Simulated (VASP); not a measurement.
# ScGaN (P-6m2) in VASP: notebook, part 2 of 2

VASP 6.6.1.

## 3. Single point, PBE

This run uses another cell than the first one, of 18.05 Å³/atom, 1.093 times its volume.

INCAR reads:

```
PREC = Accurate
ENCUT = 520
EDIFF = 1E-6
ISMEAR = 0
SIGMA = 0.1
LREAL = False
LASPH = True
NELM = 60
ALGO = Normal
ISIF = 2
LWAVE = False
LCHARG = True
GGA = PE
LELF = True
LVHAR = True
NBANDS = 22
```

KPOINTS reads:

```
regular mesh
0
Gamma
  6 6 4
```

POSCAR reads:

```
ScGaN
1.0
    3.5212069844      0.0000000000      0.0000000000
   -1.7606034922      3.0494547005      0.0000000000
    0.0000000000      0.0000000000      5.0426037426
Sc Ga N
1 1 1
Direct
    0.3333333333      0.6666666667      0.5000000000
    0.6666666667      0.3333333333      0.0000000000
    0.0000000000      0.0000000000      0.5000000000
```

Potentials or basis: VASP PAW PBE potentials, release 64 (Sc_sv, Ga_d, N).

Started as:

```
$ cat potpaw_PBE.64/Sc_sv/POTCAR potpaw_PBE.64/Ga_d/POTCAR potpaw_PBE.64/N/POTCAR > POTCAR
$ mpirun -np 1 vasp_std > vasp.out
```

OUTCAR:

```text
PREC = Accurate
   ENCUT = 520
   EDIFF = 1E-6
   ISMEAR = 0
   LREAL = False
   LASPH = True
   NELM = 60
   ISIF = 2
   GGA = PE

 ion  position               nearest neighbor table
   1  0.333  0.667  0.500-   3 2.03   3 2.03   3 2.03
   2  0.667  0.333  0.000-
   3  0.000  0.000  0.500-   1 2.03   1 2.03   1 2.03

  LATTYP: Found a hexagonal cell.
 ALAT       =     3.5212069844
 C/A-ratio  =     1.4320668353

  Lattice vectors:

 A1 = (   3.5212069844,   0.0000000000,   0.0000000000)
 A2 = (  -1.7606034922,   3.0494547005,   0.0000000000)
 A3 = (   0.0000000000,   0.0000000000,   5.0426037426)

Analysis of symmetry for initial positions (statically):
=====================================================================
 Subroutine PRICEL returns:
 Original cell was already a primitive cell.

 Routine SETGRP: Setting up the symmetry group for a
 hexagonal supercell.

 Subroutine GETGRP returns: Found 12 space group operations
 (whereof 12 operations were pure point group operations)
 out of a pool of 24 trial point group operations.

The static configuration has the point symmetry D_3h.

Analysis of symmetry for dynamics (positions and initial velocities):
=====================================================================
 Subroutine PRICEL returns:
 Original cell was already a primitive cell.

 Routine SETGRP: Setting up the symmetry group for a
 hexagonal supercell.

 Subroutine GETGRP returns: Found 12 space group operations
 (whereof 12 operations were pure point group operations)
 out of a pool of 24 trial point group operations.

The dynamic configuration has the point symmetry D_3h.

 Subroutine INISYM returns: Found 12 space group operations
 (whereof 12 operations are pure point group operations),
 and found     1 'primitive' translations

----------------------------------------------------------------------------------------

                                     Primitive cell

  volume of cell :      54.1463

  direct lattice vectors                    reciprocal lattice vectors
     3.521206984  0.000000000  0.000000000     0.283993530  0.163963741  0.000000000
    -1.760603492  3.049454701  0.000000000     0.000000000  0.327927482  0.000000000
     0.000000000  0.000000000  5.042603743     0.000000000  0.000000000  0.198310248

  length of vectors
     3.521206984  3.521206984  5.042603743     0.327927482  0.327927482  0.198310248

  position of ions in fractional coordinates (direct lattice)
     0.333333333  0.666666667  0.500000000
     0.666666667  0.333333333  0.000000000
     0.000000000  0.000000000  0.500000000

  ion indices of the primitive-cell ions
   primitive index   ion index
                 1           1
                 2           2
                 3           3

----------------------------------------------------------------------------------------

 KPOINTS: regular mesh

Automatic generation of k-mesh.
 Grid dimensions read from file:
 generate k-points for:    6    6    4

 Generating k-lattice:

  Cartesian coordinates                     Fractional coordinates (reciprocal lattice)
     0.047332255  0.027327290  0.000000000     0.166666667  0.000000000  0.000000000
     0.000000000  0.054654580  0.000000000     0.000000000  0.166666667  0.000000000
     0.000000000  0.000000000  0.049577562     0.000000000  0.000000000  0.250000000

  Length of vectors
     0.054654580  0.054654580  0.049577562

  Shift w.r.t. Gamma in fractional coordinates (k-lattice)
     0.000000000  0.000000000  0.000000000

 Subroutine IBZKPT returns following result:
 ===========================================

 Found     21 irreducible k-points:

 Following reciprocal coordinates:
            Coordinates               Weight
  0.000000  0.000000  0.000000      1.000000
  0.166667  0.000000  0.000000      6.000000
  0.333333  0.000000  0.000000      6.000000
  0.500000  0.000000  0.000000      3.000000
  0.166667  0.166667  0.000000      6.000000
  0.333333  0.166667  0.000000     12.000000
[... 13 lines left out ...]
  0.333333  0.166667  0.500000     12.000000
  0.333333  0.333333  0.500000      2.000000
   k-points           NKPTS =     21   k-points in BZ     NKDIM =     21   number of bands    NBANDS=     22
   number of dos      NEDOS =    301   number of ions     NIONS =      3
   total plane-waves  NPLWV =  31360
   dimension x,y,z NGX =    28 NGY =   28 NGZ =   40
   dimension x,y,z NGXF=    56 NGYF=   56 NGZF=   80
   ions per type =               1   1   1
   NGX,Y,Z   is equivalent  to a cutoff of  13.22, 13.22, 13.19 a.u.
   NGXF,Y,Z  is equivalent  to a cutoff of  26.44, 26.44, 26.37 a.u.
 SYSTEM =  unknown system
   PREC   = accura    normal or accurate (medium, high low for compatibility)
   ISTART =      0    job   : 0-new  1-cont  2-samecut
   ICHARG =      2    charge: 1-file 2-atom 10-const
   ISPIN  =      1    spin polarized calculation?
   LNONCOLLINEAR =      F non collinear calculations
   LSORBIT =      F    spin-orbit coupling
   LASPH  =      T    aspherical Exc in radial PAW
   ENCUT  =  520.0 eV  38.22 Ry    6.18 a.u.   6.55  6.55  9.38*2*pi/ulx,y,z
   NELM   =     60;   NELMIN=  2; NELMDL= -5     # of ELM steps
   EDIFF  = 0.1E-05   stopping-criterion for ELM
   LREAL  =      F    real-space projection
   EDIFFG = 0.1E-04   stopping-criterion for IOM
   NSW    =      0    number of steps for IOM
   IBRION =     -1    ionic relax: 0-MD 1-quasi-New 2-CG
   NFREE  =      0    steps in history (QN), initial steepest desc. (CG)
   ISIF   =      2    stress and relaxation
   ISYM   =      2    0-nonsym 1-usesym 2-fastsym
   POTIM  = 0.5000    time-step for ionic-motion
   TEBEG  =    0.0;   TEEND  =   0.0 temperature during run
   PSTRESS=    0.0 pullay stress
   NELECT =      29.0000    total number of electrons
   NUPDOWN=      -1.0000    fix difference up-down
   EMIN   =  10.00;   EMAX   =-10.00  energy-range for DOS
   EFERMI =   0.00;   METHOD = LEGACY
   ISMEAR =     0;   SIGMA  =   0.10  broadening in eV -4-tet -1-fermi 0-gaus
   EFERMI_NEDOS =   21; number of points for ismear=-14 and -15
   IALGO  =     38    algorithm
   IMIX   =      4    mixing-type and parameters
     AMIX     =   0.40;   BMIX     =  1.00
     AMIX_MAG =   1.60;   BMIX_MAG =  1.00
  volume/ion in A,a.u.               =      18.05       121.80
  Fermi-wavevector in a.u.,A,eV,Ry     =   1.329489  2.512369 24.048843  1.767540
  Thomas-Fermi vector in A             =   2.458647
   LORBIT       =      0    0 simple, 1 ext, 2 COOP (PROOUT), +10 PAW based schemes
   GGA     = PE    functional components
   LHFCALC =     F    Hartree Fock is set to
   AEXX    =    0.0000 exact exchange contribution
   IVDW    =     0    specifies the selected vdW correction
   LEPSILON=     F    determine dielectric tensor
   LRPA    =     F    only Hartree local field effects (RPA)
 non-spin polarized calculation
 Gauss-broadening in eV      SIGMA  =   0.10
  energy-cutoff  :      520.00
  volume of cell :       54.15
 maximum number of plane-waves:      1489
 NGX is ok and might be reduce to    28
   NGX = 13   NGY = 13   NGZ = 19

 number of electron      29.0000009 magnetization

 Free energy of the ion-electron system (eV)
  ---------------------------------------------------
  ext. energy  EPLUGINS =         0.00000000
  ---------------------------------------------------
  free energy    TOTEN  =       -19.16695544 eV

  energy without entropy =      -19.15765005  energy(sigma->0) =      -19.16230275

 E-fermi :   3.8842     XC(G=0): -10.1282

 val. band max:        3.8482463845   @ k =   0.3333   0.1667   0.5000
 cond. band min:       3.9399313136   @ k =   0.3333   0.0000   0.2500
 fundamental gap:      0.0916849290
 Fermi energy:         3.8841653629

 k-point     1 :       0.0000    0.0000    0.0000
  band No.  band energies     occupation
      1     -44.8680      2.00000
      2     -23.7249      2.00000
      3     -23.4049      2.00000
      4     -23.4049      2.00000
      5     -11.2076      2.00000
      6     -11.1511      2.00000
[... 14 lines left out ...]
     21      10.1474      0.00000
     22      11.7245      0.00000
[... 477 lines left out ...]
  band No.  band energies     occupation
      1     -44.8425      2.00000
      2     -23.6953      2.00000
      3     -23.6608      2.00000
      4     -23.5522      2.00000
      5     -11.1777      2.00000
      6     -11.1752      2.00000
[... 14 lines left out ...]
     21       8.8534      0.00000
     22       9.2361      0.00000

------------------------ aborting loop because EDIFF is reached ----------------------------------------

  FORCE on cell =-STRESS in cart. coord.  units (eV):
  Direction    XX          YY          ZZ          XY          YZ          ZX
  --------------------------------------------------------------------------------------
  -------------------------------------------------------------------------------------
  Total        0.1893293      0.1893293      0.0703246      0.0000000      0.0000000      0.0000000
  in kB        5.6022144      5.6022144      2.0808907      0.0000000      0.0000000      0.0000000
  external PRESSURE =       4.4284398 kB  Pullay stress =       0.0000000 kB

 VOLUME and BASIS-vectors are now :
 -----------------------------------------------------------------------------
  energy-cutoff  :      520.00
  volume of cell :       54.15
      direct lattice vectors                 reciprocal lattice vectors
     3.521206984  0.000000000  0.000000000     0.283993530  0.163963741  0.000000000
    -1.760603492  3.049454701  0.000000000     0.000000000  0.327927482  0.000000000
     0.000000000  0.000000000  5.042603743     0.000000000  0.000000000  0.198310248

 POSITION                                       TOTAL-FORCE (eV/Angst)
 -----------------------------------------------------------------------------------
     -0.00000      2.03297      2.52130        -0.000000     -0.000000      0.000000
      1.76060      1.01648      0.00000         0.000000     -0.000000      0.000000
      0.00000      0.00000      2.52130        -0.000000      0.000000      0.000000
 -----------------------------------------------------------------------------------
    total drift:                                0.000001     -0.000001     -0.000000

  FREE ENERGIE OF THE ION-ELECTRON SYSTEM (eV)
  ---------------------------------------------------
  free  energy   TOTEN  =       -19.1669554432 eV

  energy  without entropy=      -19.1576500485  energy(sigma->0) =      -19.16230275
```

stdout:

```text
POSCAR found type information on POSCAR ScGaN
 POSCAR found :  3 types and       3 ions
 scaLAPACK will be used
 LDA part: xc-table for (Slater+PW92), standard interpolation
 POSCAR, INCAR and KPOINTS ok, starting setup
 FFT: planning ... GRIDC
 FFT: planning ... GRID_SOFT
 FFT: planning ... GRID
 WAVECAR not read
 entering main loop
```

Run time: 40 s. Hardware: 1 thread of Intel Xeon Platinum 8375C at 2.90GHz (Ice Lake), shared host; peak memory 0.19 GiB.

What came out:

- Free energy: -19.1670 eV
- Pressure: 0.4 GPa

Levels at points of the mesh, in eV from the Fermi level:
```csv
k point,band 12,band 13,band 14,band 15,band 16,band 17
"(0.00, 0.00, 0.00)",-3.25,-3.23,-3.23,3.02,3.13,3.13
"(0.50, 0.00, 0.00)",-2.89,-2.30,-1.93,-1.68,1.39,2.67
"(0.00, 0.00, 0.50)",-3.21,-3.21,-1.05,-0.61,2.93,2.93
"(0.50, 0.00, 0.50)",-3.71,-3.12,-1.63,0.33,1.22,1.83
```

## 4. Relaxation of cell and atoms, PBE

INCAR reads:

```
ALGO     = Normal         # electronic algorithm
EDIFF    = 1E-7           # SCF threshold, eV
EDIFFG   = -0.04          # ionic threshold
ENCUT    = 600            # plane-wave cutoff, eV
GGA      = PE             # functional
IBRION   = 2              # ionic algorithm
ISIF     = 3              # what is computed and relaxed
ISMEAR   = 0              # smearing method
LASPH    = True           # aspherical terms in the spheres
LCHARG   = False          # write CHGCAR
LREAL    = False          # projectors in reciprocal space
LWAVE    = False          # write WAVECAR
NELM     = 80             # most SCF steps
NSW      = 90             # ionic steps
PREC     = Accurate       # precision mode
SIGMA    = 0.1            # smearing width, eV
```

KPOINTS reads:

```
k-points
0
Gamma
  6 6 4
```

POSCAR reads:

```
ScGaN
1.0
    3.8521282800      0.0000000000      0.0000000000
   -1.9260641400      3.3360409500      0.0000000000
    0.0000000000      0.0000000000      3.8560319800
Sc Ga N
1 1 1
Direct
    0.3333333300      0.6666666700      0.5000000000
    0.6666666700      0.3333333300      0.0000000000
    0.0000000000      0.0000000000      0.5000000000
```

Potentials or basis: VASP PAW PBE potentials, release 64 (Sc_sv, Ga_d, N).

Started as:

```
$ cat potpaw_PBE.64/Sc_sv/POTCAR potpaw_PBE.64/Ga_d/POTCAR potpaw_PBE.64/N/POTCAR > POTCAR
$ mpirun -np 1 vasp_std > vasp.out
```

OUTCAR:

```text
EDIFF = 1E-7
   EDIFFG = -0.04
   ENCUT = 600
   GGA = PE
   IBRION = 2
   ISIF = 3
   ISMEAR = 0
   LASPH = True
   LREAL = False
   NELM = 80
   NSW = 90
   PREC = Accurate

 ion  position               nearest neighbor table
   1  0.333  0.667  0.500-   3 2.22   3 2.22   3 2.22   2 2.94   2 2.94   2 2.94   2 2.94   2 2.94
                             2 2.94
   2  0.667  0.333  0.000-   1 2.94   1 2.94   1 2.94   1 2.94   1 2.94   1 2.94
   3  0.000  0.000  0.500-   1 2.22   1 2.22   1 2.22

  LATTYP: Found a hexagonal cell.
 ALAT       =     3.8521282800
 C/A-ratio  =     1.0010133879

  Lattice vectors:

 A1 = (   3.8521282800,   0.0000000000,   0.0000000000)
 A2 = (  -1.9260641400,   3.3360409500,   0.0000000000)
 A3 = (   0.0000000000,   0.0000000000,   3.8560319800)

Analysis of symmetry for initial positions (statically):
=====================================================================
[... 730 lines left out ...]

--------------------------------------- Ionic step        8  -------------------------------------------

 number of electron      29.0000018 magnetization

------------------------ aborting loop because EDIFF is reached ----------------------------------------
[... 69 lines left out ...]
--------------------------------------- Ionic step       10  -------------------------------------------

 number of electron      29.0000015 magnetization

 Free energy of the ion-electron system (eV)
  ---------------------------------------------------
  ext. energy  EPLUGINS =         0.00000000
  ---------------------------------------------------
  free energy    TOTEN  =       -19.15052315 eV

  energy without entropy =      -19.13988265  energy(sigma->0) =      -19.14520290

 E-fermi :   3.9815     XC(G=0): -10.2033

 val. band max:        3.9635525652   @ k =   0.3333   0.1667   0.5000
 cond. band min:       4.0264826776   @ k =   0.3333   0.3333   0.0000
 fundamental gap:      0.0629301125
 Fermi energy:         3.9814787519

 k-point     1 :       0.0000    0.0000    0.0000
  band No.  band energies     occupation
      1     -44.7827      2.00000
      2     -23.6330      2.00000
      3     -23.3254      2.00000
      4     -23.3254      2.00000
      5     -11.0956      2.00000
      6     -11.0404      2.00000
[... 460 lines left out ...]
  FREE ENERGIE OF THE ION-ELECTRON SYSTEM (eV)
  ---------------------------------------------------
  free  energy   TOTEN  =       -19.1505231539 eV

  energy  without entropy=      -19.1398826462  energy(sigma->0) =      -19.14520290

 reached required accuracy - stopping structural energy minimisation
```

OSZICAR:

```text
N       E                     dE             d eps       ncg     rms          rms(c)
DAV:   1     0.338071212724E+03    0.33807E+03   -0.16201E+04   756   0.261E+03
[... 113 lines left out ...]
DAV:   3    -0.191537144775E+02    0.14710E-01   -0.35269E-02  1168   0.201E+00    0.311E-01
DAV:   4    -0.191511405529E+02    0.25739E-02   -0.68825E-03  1272   0.805E-01    0.141E-01
DAV:   5    -0.191505247139E+02    0.61584E-03   -0.12578E-03  1158   0.454E-01    0.277E-02
DAV:   6    -0.191505220962E+02    0.26177E-05   -0.11171E-04   940   0.107E-01    0.168E-02
DAV:   7    -0.191505234033E+02   -0.13070E-05   -0.82363E-06  1190   0.338E-02    0.352E-03
DAV:   8    -0.191505232367E+02    0.16659E-06   -0.21943E-06   980   0.960E-03    0.814E-04
DAV:   9    -0.191505231539E+02    0.82799E-07   -0.61952E-08   458   0.321E-03
  10 F= -.19150523E+02 E0= -.19145203E+02  d E =-.540949E-02
```

CONTCAR:

```text
ScGaN
   1.00000000000000
     3.5324688099862818    0.0000000000000000    0.0000000000000000
    -1.7662344049931409    3.0592077281719647    0.0000000000000000
    -0.0000000000000000   -0.0000000000000000    4.9391900440258736
  Sc              Ga              N
     1     1     1
Direct
     0.3333333300000021    0.6666666699999979    0.5000000000000000
     0.6666666699999979    0.3333333300000021    0.0000000000000000
     0.0000000000000000    0.0000000000000000    0.5000000000000000

  0.00000000E+00  0.00000000E+00  0.00000000E+00
  0.00000000E+00  0.00000000E+00  0.00000000E+00
  0.00000000E+00  0.00000000E+00  0.00000000E+00
```

Run time: 3.5 min. Hardware: 1 thread of Intel Xeon Platinum 8375C at 2.90GHz (Ice Lake), shared host; peak memory 0.2 GiB.

What came out:

| Item | Value |
| --- | --- |
| Free energy | -19.1505 eV |
| Relaxed volume | 17.79 Å³/atom |
| Relaxed cell | a = 3.532 Å, b = 3.532 Å, c = 4.939 Å, α = 90.00°, β = 90.00°, γ = 120.00° |
| Space group after relaxing (to 0.05 Å) | P-6m2 (No. 187) |
| Energy gained by relaxing | 258.3 meV/atom |
| Ionic steps | 10 |
| Pressure after relaxing | 0.1 GPa |

Stress tensor (GPa, compression positive):
```
0.00 0.00 0.00
0.00 0.00 0.00
0.00 0.00 0.15
```

The path:
| step | energy change (eV) | largest force (eV/Å) | pressure (GPa) | volume (Å³) |
| --- | --- | --- | --- | --- |
| 1 | 0.0000 | 0.0000 | -6.22 | 49.55 |
| 2 | -0.4213 | 0.0000 | 7.35 | 44.88 |
| 3 | -0.4210 | 0.0000 | 7.88 | 44.75 |
| 4 | -0.6463 | 0.0000 | 4.43 | 47.79 |
| 5 | -0.7565 | 0.0000 | 2.32 | 51.17 |
| 6 | -0.6461 | 0.0000 | 0.74 | 57.54 |
| 7 | -0.7692 | 0.0000 | 1.58 | 52.92 |
| 8 | -0.7696 | 0.0000 | 1.65 | 52.71 |
| 9 | -0.7665 | 0.0000 | -1.83 | 54.23 |
| 10 | -0.7750 | 0.0000 | 0.05 | 53.38 |

Final structure:
```cif
data_structure
_symmetry_space_group_name_H-M 'P 1'
_symmetry_Int_Tables_number 1
_cell_length_a 3.5325
_cell_length_b 3.5325
_cell_length_c 4.9392
_cell_angle_alpha 90.000
_cell_angle_beta 90.000
_cell_angle_gamma 120.000
_cell_volume 53.38
loop_
_atom_site_label
_atom_site_type_symbol
_atom_site_fract_x
_atom_site_fract_y
_atom_site_fract_z
_atom_site_occupancy
Sc1 Sc 0.33333 0.66667 0.50000 1
Ga1 Ga 0.66667 0.33333 0.00000 1
N1 N 0.00000 0.00000 0.50000 1
```

Levels at points of the mesh, in eV from the Fermi level:
```tsv
k point	band 10	band 11	band 12	band 13	band 14	band 15	band 16	band 17	band 18
(0.00, 0.00, 0.00)	-13.55	-7.05	-3.24	-3.24	-3.22	3.10	3.10	3.18	3.37
(0.50, 0.00, 0.00)	-12.64	-5.44	-2.89	-2.23	-1.93	-1.72	1.41	2.64	3.13
(0.00, 0.00, 0.50)	-13.48	-7.57	-3.22	-3.22	-0.95	-0.50	2.86	2.86	3.61
(0.50, 0.00, 0.50)	-12.60	-5.17	-3.76	-3.15	-1.66	0.48	1.24	1.72	2.64
```

Caveat: the k points lie up to 0.34 Å⁻¹ apart in the final cell.

## 5. Overview

```csv
task,cell,cutoff (eV),gap on the mesh (eV),pressure (GPa)
single point,"a = 3.852, b = 3.852, c = 3.856 Å, angles 90.0, 90.0, 120.0°, 3 atoms",520,none,-6.1
single point,"a = 3.521, b = 3.521, c = 5.043 Å, angles 90.0, 90.0, 120.0°, 3 atoms",520,none,0.4
relaxation of cell and atoms,"relaxed from a = 3.852, b = 3.852, c = 3.856 Å, angles 90.0, 90.0, 120.0°, 3 atoms",600,none,0.1
```

Alike in all rows: level PBE; potentials or basis VASP PAW PBE potentials, release 64 (Sc_sv, Ga_d, N); no spin polarisation; k mesh 6 × 6 × 4; smearing gaussian 0.1 eV.

Caveats: some runs use coarse meshes.

Absolute energies hang on the potentials; compare differences alone.
